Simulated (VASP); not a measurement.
Here is a VASP 6.6.1 calculation.

File INCAR:

```
SYSTEM = Ge
PREC = Accurate
ENCUT = 520
EDIFF = 1E-7
ISMEAR = 0
SIGMA = 0.1
LREAL = .False.
LASPH = .True.
NELM = 100
ALGO = Normal
ISIF = 2
LWAVE = .False.
LCHARG = .False.
LDIPOL = .True.
IDIPOL = 3
DIPOL = 0.5 0.5 0.377
GGA = PE
IVDW = 12
NBANDS = 36
```

The input KPOINTS:

```
Automatic mesh
0
Gamma
  9 9 1
  0 0 0
```

POSCAR

```
Ge
1.0
    4.0226895311      0.0000000000      0.0000000000
   -2.0113447656      3.4837513255      0.0000000000
    0.0000000000      0.0000000000     18.8685220517
Ge
4
Direct
    0.3333333333      0.6666666667      0.2747571332
    0.6666666667      0.3333333333      0.2384924472
    0.2222222222      1.4444444444      0.5150653573
    0.5555555556      1.1111111111      0.4788006714
```

Potentials or basis: VASP PAW PBE potentials, release 64 (Ge_d).

Command:

```sh
$ cat potpaw_PBE.64/Ge_d/POTCAR > POTCAR
$ mpirun -np 1 vasp_std > vasp.out
```

(1) Estimate the largest force.

(2) Predict the band gap on the k mesh.

(3) Estimate the dispersion energy per atom.

Answers

(1) 0.154 eV/Å.

(2) 0.47 eV.

(3) -0.201 eV.

Caveat: the cell differs from its parent crystal (layers slid over each other).
